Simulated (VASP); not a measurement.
# Mg3Sn2N2 (P-6m2) in VASP: single point with PBE

Aim: the single point of Mg3Sn2N2 with PBE.

Everything below comes from runs of VASP 6.6.1. Logs are shortened: lines on timing, memory, paths and dates and some standing lists are left out, and cuts for length are marked.

### Step 1. The cell of the first run

Symmetry: P-6m2, No. 187, hexagonal system. The conventional cell has a = 6.522 Å, b = 6.522 Å, c = 4.804 Å, α = 90.00°, β = 90.00°, γ = 120.00°. Within 2.8 Å of Mg (site symmetry mm2) lie 2 N at 2.14 Å. Within 3.9 Å of Sn (site symmetry -6m2) lie 6 Mg at 2.96 Å. Sn (site symmetry -6m2) has 6 Mg at 3.26 Å and 6 N at 3.82 Å within 4.3 Å. N (site symmetry 3m) has 1 N at 1.29 Å within 1.7 Å.

### Step 2. Single point, PBE

File INCAR:

```
PREC     = Accurate       # precision mode
ENCUT    = 520            # plane-wave cutoff, eV
EDIFF    = 1E-7           # SCF threshold, eV
ISMEAR   = 0              # smearing method
SIGMA    = 0.2            # smearing width, eV
LREAL    = False          # projectors in reciprocal space
LASPH    = True           # aspherical terms in the spheres
NELM     = 80             # most SCF steps
ALGO     = Normal         # electronic algorithm
ISIF     = 2              # what is computed and relaxed
LWAVE    = False          # write WAVECAR
LCHARG   = True           # write CHGCAR
GGA      = PE             # functional
LELF     = True           # ELF
LVHAR    = True         
NBANDS   = 31             # bands
```

File KPOINTS:

```
regular mesh
0
Gamma
  4 4 3
```

File POSCAR:

```
Mg3Sn2N2
1.0
    6.5221249383      0.0000000036      0.0000000000
   -3.2610624722      5.6483258814      0.0000000000
    0.0000000000      0.0000000000      4.8041834542
Mg Sn N
3 2 2
Direct
    0.1527088045      0.8472911955      0.0000000000
    0.1527088045      0.3054176090      0.0000000000
    0.6945823910      0.8472911955      0.0000000000
    0.0000000000      0.0000000000      0.5000000000
    0.6666666667      0.3333333333      0.0000000000
    0.3333333333      0.6666666667      0.8661173126
    0.3333333333      0.6666666667      0.1338826874
```

Potentials or basis: VASP PAW PBE potentials, release 64 (Mg, Sn_d, N).

Started as:

```
cat potpaw_PBE.64/Mg/POTCAR potpaw_PBE.64/Sn_d/POTCAR potpaw_PBE.64/N/POTCAR > POTCAR
mpirun -np 1 vasp_std > vasp.out
```

OUTCAR:

```text
PREC = Accurate
   ENCUT = 520
   EDIFF = 1E-7
   ISMEAR = 0
   LREAL = False
   LASPH = True
   NELM = 80
   ISIF = 2
   GGA = PE

 ion  position               nearest neighbor table
   1  0.153  0.847  0.000-   6 2.14   7 2.14   4 2.96   4 2.96   2 2.99   3 2.99   5 3.26   5 3.26
                             2 3.53   3 3.53
   2  0.153  0.305  0.000-   6 2.14   7 2.14   4 2.96   4 2.96   1 2.99   3 2.99   5 3.26   5 3.26
                             1 3.53   3 3.53
   3  0.695  0.847  0.000-   6 2.14   7 2.14   4 2.96   4 2.96   1 2.99   2 2.99   5 3.26   5 3.26
                             1 3.53   2 3.53
   4  0.000  0.000  0.500-   1 2.96   1 2.96   2 2.96   2 2.96   3 2.96   3 2.96
   5  0.667  0.333  0.000-   3 3.26   2 3.26   1 3.26   1 3.26   3 3.26   2 3.26
   6  0.333  0.667  0.866-   7 1.29   1 2.14   2 2.14   3 2.14
   7  0.333  0.667  0.134-   6 1.29   1 2.14   2 2.14   3 2.14

  LATTYP: Found a hexagonal cell.
 ALAT       =     6.5221249383
 C/A-ratio  =     0.7365978879

  Lattice vectors:

 A1 = (   6.5221249383,   0.0000000036,   0.0000000000)
 A2 = (  -3.2610624722,   5.6483258814,   0.0000000000)
 A3 = (   0.0000000000,   0.0000000000,   4.8041834542)

Analysis of symmetry for initial positions (statically):
=====================================================================
 Subroutine PRICEL returns:
 Original cell was already a primitive cell.

 Routine SETGRP: Setting up the symmetry group for a
 hexagonal supercell.

 Subroutine GETGRP returns: Found 12 space group operations
 (whereof 12 operations were pure point group operations)
 out of a pool of 24 trial point group operations.

The static configuration has the point symmetry D_3h.

Analysis of symmetry for dynamics (positions and initial velocities):
=====================================================================
 Subroutine PRICEL returns:
 Original cell was already a primitive cell.

 Routine SETGRP: Setting up the symmetry group for a
 hexagonal supercell.

 Subroutine GETGRP returns: Found 12 space group operations
 (whereof 12 operations were pure point group operations)
 out of a pool of 24 trial point group operations.

The dynamic configuration has the point symmetry D_3h.

 Subroutine INISYM returns: Found 12 space group operations
 (whereof 12 operations are pure point group operations),
 and found     1 'primitive' translations

----------------------------------------------------------------------------------------

                                     Primitive cell

  volume of cell :     176.9817

  direct lattice vectors                    reciprocal lattice vectors
     6.522124938  0.000000004  0.000000000     0.153324263  0.088521805  0.000000000
    -3.261062472  5.648325881  0.000000000    -0.000000000  0.177043609  0.000000000
     0.000000000  0.000000000  4.804183454     0.000000000  0.000000000  0.208151918

  length of vectors
     6.522124938  6.522124938  4.804183454     0.177043609  0.177043609  0.208151918

  position of ions in fractional coordinates (direct lattice)
     0.152708805  0.847291195  0.000000000
     0.152708805  0.305417609  0.000000000
     0.694582391  0.847291195  0.000000000
     0.000000000  0.000000000  0.500000000
     0.666666667  0.333333333  0.000000000
     0.333333333  0.666666667  0.866117313
     0.333333333  0.666666667  0.133882687

  ion indices of the primitive-cell ions
   primitive index   ion index
                 1           1
                 2           2
                 3           3
                 4           4
                 5           5
                 6           6
                 7           7

----------------------------------------------------------------------------------------

 KPOINTS: regular mesh

Automatic generation of k-mesh.
 Grid dimensions read from file:
 generate k-points for:    4    4    3

 Generating k-lattice:

  Cartesian coordinates                     Fractional coordinates (reciprocal lattice)
     0.038331066  0.022130451  0.000000000     0.250000000  0.000000000  0.000000000
    -0.000000000  0.044260902  0.000000000     0.000000000  0.250000000  0.000000000
     0.000000000  0.000000000  0.069383973     0.000000000  0.000000000  0.333333333

  Length of vectors
     0.044260902  0.044260902  0.069383973

  Shift w.r.t. Gamma in fractional coordinates (k-lattice)
     0.000000000  0.000000000  0.000000000

 Subroutine IBZKPT returns following result:
 ===========================================

 Found      8 irreducible k-points:

 Following reciprocal coordinates:
            Coordinates               Weight
  0.000000  0.000000  0.000000      1.000000
  0.250000  0.000000  0.000000      6.000000
  0.500000  0.000000  0.000000      3.000000
  0.250000  0.250000  0.000000      6.000000
  0.000000  0.000000  0.333333      2.000000
  0.250000  0.000000  0.333333     12.000000
  0.500000  0.000000  0.333333      6.000000
  0.250000  0.250000  0.333333     12.000000
   k-points           NKPTS =      8   k-points in BZ     NKDIM =      8   number of bands    NBANDS=     31
   number of dos      NEDOS =    301   number of ions     NIONS =      7
   total plane-waves  NPLWV =  90000
   dimension x,y,z NGX =    50 NGY =   50 NGZ =   36
   dimension x,y,z NGXF=   100 NGYF=  100 NGZF=   72
   ions per type =               3   2   2
   NGX,Y,Z   is equivalent  to a cutoff of  12.74, 12.74, 12.46 a.u.
   NGXF,Y,Z  is equivalent  to a cutoff of  25.49, 25.49, 24.92 a.u.
 SYSTEM =  unknown system
   PREC   = accura    normal or accurate (medium, high low for compatibility)
   ISTART =      0    job   : 0-new  1-cont  2-samecut
   ICHARG =      2    charge: 1-file 2-atom 10-const
   ISPIN  =      1    spin polarized calculation?
   LNONCOLLINEAR =      F non collinear calculations
   LSORBIT =      F    spin-orbit coupling
   LASPH  =      T    aspherical Exc in radial PAW
   ENCUT  =  520.0 eV  38.22 Ry    6.18 a.u.  12.13 12.13  8.93*2*pi/ulx,y,z
   NELM   =     80;   NELMIN=  2; NELMDL= -5     # of ELM steps
   EDIFF  = 0.1E-06   stopping-criterion for ELM
   LREAL  =      F    real-space projection
   EDIFFG = 0.1E-05   stopping-criterion for IOM
   NSW    =      0    number of steps for IOM
   IBRION =     -1    ionic relax: 0-MD 1-quasi-New 2-CG
   NFREE  =      0    steps in history (QN), initial steepest desc. (CG)
   ISIF   =      2    stress and relaxation
   ISYM   =      2    0-nonsym 1-usesym 2-fastsym
   POTIM  = 0.5000    time-step for ionic-motion
   TEBEG  =    0.0;   TEEND  =   0.0 temperature during run
   PSTRESS=    0.0 pullay stress
   NELECT =      44.0000    total number of electrons
   NUPDOWN=      -1.0000    fix difference up-down
   EMIN   =  10.00;   EMAX   =-10.00  energy-range for DOS
   EFERMI =   0.00;   METHOD = LEGACY
   ISMEAR =     0;   SIGMA  =   0.20  broadening in eV -4-tet -1-fermi 0-gaus
   EFERMI_NEDOS =   21; number of points for ismear=-14 and -15
   IALGO  =     38    algorithm
   IMIX   =      4    mixing-type and parameters
     AMIX     =   0.40;   BMIX     =  1.00
     AMIX_MAG =   1.60;   BMIX_MAG =  1.00
  volume/ion in A,a.u.               =      25.28       170.62
  Fermi-wavevector in a.u.,A,eV,Ry     =   1.029397  1.945278 14.417526  1.059658
  Thomas-Fermi vector in A             =   2.163442
   LORBIT       =      0    0 simple, 1 ext, 2 COOP (PROOUT), +10 PAW based schemes
   GGA     = PE    functional components
   LHFCALC =     F    Hartree Fock is set to
   AEXX    =    0.0000 exact exchange contribution
   IVDW    =     0    specifies the selected vdW correction
   LEPSILON=     F    determine dielectric tensor
   LRPA    =     F    only Hartree local field effects (RPA)
 non-spin polarized calculation
 Gauss-broadening in eV      SIGMA  =   0.20
  energy-cutoff  :      520.00
  volume of cell :      176.98
 maximum number of plane-waves:      4774
 NGX is ok and might be reduce to    50
   NGX = 25   NGY = 25   NGZ = 17

 number of electron      44.0000017 magnetization

 Free energy of the ion-electron system (eV)
  ---------------------------------------------------
  ext. energy  EPLUGINS =         0.00000000
  ---------------------------------------------------
  free energy    TOTEN  =       -26.11917207 eV

  energy without entropy =      -25.98923151  energy(sigma->0) =      -26.05420179

 E-fermi :   2.7536     XC(G=0):  -8.2629

 val. band max:        2.6842434138   @ k =   0.2500   0.2500   0.3333
 cond. band min:       2.7855150275   @ k =   0.5000   0.0000   0.0000
 fundamental gap:      0.1012716137
 Fermi energy:         2.7536412821

 k-point     1 :       0.0000    0.0000    0.0000
  band No.  band energies     occupation
      1     -18.7750      2.00000
      2     -18.5410      2.00000
      3     -18.4877      2.00000
      4     -18.4877      2.00000
      5     -18.3693      2.00000
      6     -18.3693      2.00000
[... 23 lines left out ...]
     30       7.9478      0.00000
     31       7.9478      0.00000

 k-point     2 :       0.2500    0.0000    0.0000
  band No.  band energies     occupation
      1     -18.7747      2.00000
      2     -18.5417      2.00000
      3     -18.4877      2.00000
      4     -18.4877      2.00000
      5     -18.3692      2.00000
      6     -18.3686      2.00000
[... 23 lines left out ...]
     30       7.9855      0.00000
     31       8.2794      0.00000

 k-point     3 :       0.5000    0.0000    0.0000
  band No.  band energies     occupation
      1     -18.7743      2.00000
      2     -18.5424      2.00000
      3     -18.4877      2.00000
      4     -18.4877      2.00000
      5     -18.3691      2.00000
      6     -18.3679      2.00000
[... 23 lines left out ...]
     30       8.0210      0.00000
     31       8.0681      0.00000

 k-point     4 :       0.2500    0.2500    0.0000
  band No.  band energies     occupation
      1     -18.7742      2.00000
      2     -18.5424      2.00000
      3     -18.4877      2.00000
      4     -18.4877      2.00000
      5     -18.3691      2.00000
      6     -18.3679      2.00000
[... 23 lines left out ...]
     30       7.5125      0.00000
     31       7.6492      0.00000

 k-point     5 :       0.0000    0.0000    0.3333
  band No.  band energies     occupation
      1     -18.7702      2.00000
      2     -18.5390      2.00000
      3     -18.4882      2.00000
      4     -18.4882      2.00000
      5     -18.3694      2.00000
      6     -18.3694      2.00000
[... 23 lines left out ...]
     30       7.9085      0.00000
     31       7.9085      0.00000

 k-point     6 :       0.2500    0.0000    0.3333
  band No.  band energies     occupation
      1     -18.7698      2.00000
      2     -18.5397      2.00000
      3     -18.4882      2.00000
      4     -18.4882      2.00000
      5     -18.3692      2.00000
      6     -18.3686      2.00000
[... 23 lines left out ...]
     30       8.0447      0.00000
     31       8.1901      0.00000

 k-point     7 :       0.5000    0.0000    0.3333
  band No.  band energies     occupation
      1     -18.7694      2.00000
      2     -18.5405      2.00000
      3     -18.4882      2.00000
      4     -18.4882      2.00000
      5     -18.3691      2.00000
      6     -18.3679      2.00000
[... 23 lines left out ...]
     30       7.7770      0.00000
     31       8.1890      0.00000

 k-point     8 :       0.2500    0.2500    0.3333
  band No.  band energies     occupation
      1     -18.7694      2.00000
      2     -18.5405      2.00000
      3     -18.4882      2.00000
      4     -18.4882      2.00000
      5     -18.3691      2.00000
      6     -18.3678      2.00000
[... 23 lines left out ...]
     30       7.9172      0.00000
     31       8.2046      0.00000

------------------------ aborting loop because EDIFF is reached ----------------------------------------

  FORCE on cell =-STRESS in cart. coord.  units (eV):
  Direction    XX          YY          ZZ          XY          YZ          ZX
  --------------------------------------------------------------------------------------
  -------------------------------------------------------------------------------------
  Total        0.0446276      0.0446276     -0.1237178      0.0000000     -0.0000000      0.0000000
  in kB        0.4040040      0.4040040     -1.1199904      0.0000000     -0.0000000      0.0000000
  external PRESSURE =      -0.1039942 kB  Pullay stress =       0.0000000 kB

 VOLUME and BASIS-vectors are now :
 -----------------------------------------------------------------------------
  energy-cutoff  :      520.00
  volume of cell :      176.98
      direct lattice vectors                 reciprocal lattice vectors
     6.522124938  0.000000004  0.000000000     0.153324263  0.088521805  0.000000000
    -3.261062472  5.648325881  0.000000000    -0.000000000  0.177043609  0.000000000
     0.000000000  0.000000000  4.804183454     0.000000000  0.000000000  0.208151918

 POSITION                                       TOTAL-FORCE (eV/Angst)
 -----------------------------------------------------------------------------------
     -1.76708      4.78578      0.00000        -0.006573      0.003795      0.000000
     -0.00000      1.72510      0.00000         0.000000     -0.007590      0.000000
      1.76708      4.78578      0.00000         0.006573      0.003795      0.000000
      0.00000      0.00000      2.40209        -0.000000      0.000000      0.000000
      3.26106      1.88278      0.00000        -0.000000      0.000000      0.000000
     -0.00000      3.76555      4.16099        -0.000000      0.000000     -0.196459
     -0.00000      3.76555      0.64320        -0.000000      0.000000      0.196459
 -----------------------------------------------------------------------------------
    total drift:                                0.000001     -0.000000      0.000000

  FREE ENERGIE OF THE ION-ELECTRON SYSTEM (eV)
  ---------------------------------------------------
  free  energy   TOTEN  =       -26.1191720700 eV

  energy  without entropy=      -25.9892315084  energy(sigma->0) =      -26.05420179
```

Wall time 42 s (1 thread of Intel Xeon 6975P-C (Granite Rapids), shared host); peak memory 0.29 GiB.

What came out:

| Quantity | Value |
| --- | --- |
| Free energy | -26.1192 eV |
| Pressure | 0.0 GPa |
| Largest force | 0.196 eV/Å |
| Band gap on the k mesh | zero (band 22 reaches 2.81 eV, above the bottom of band 23 at 2.68 eV) |

Forces in eV/Å, atoms in the order of the input:
```
Mg  -0.007  0.004  0.000
Mg   0.000 -0.008  0.000
Mg   0.007  0.004  0.000
Sn   0.000  0.000  0.000
Sn   0.000  0.000  0.000
N    0.000  0.000 -0.196
N    0.000  0.000  0.196
```

Caveat: the k points lie up to 0.44 Å⁻¹ apart; spin-orbit coupling is left out, which moves the levels of the heavy elements.
